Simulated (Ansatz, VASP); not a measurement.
# NaF in VASP and in Ansatz

```xyz
2
Lattice="0.0000 2.3506 2.3506 2.3506 0.0000 2.3506 2.3506 2.3506 0.0000" Properties=species:S:1:pos:R:3 pbc="T T T"
Na    0.0000    0.0000    0.0000
F     2.3506    2.3506    2.3506
```

Alike in both runs: task single point; functional PBE; k mesh 16 × 16 × 16; occupations fermi-dirac, width 0.28 eV; no spin polarisation.

```csv
,VASP,Ansatz
version,VASP 6.6.1,Ansatz 0.2.0
potentials or method,"VASP PAW PBE potentials, release 64 (Na_pv, F), cutoff 520 eV","all-electron LAPW, scalar-relativistic"
```

|  | VASP | Ansatz | Ansatz less VASP |
| --- | --- | --- | --- |
| pressure (GPa) | -0.1 | 0.0 | +0.16 |

Ansatz ran all-electron here, and VASP with PAW potentials.
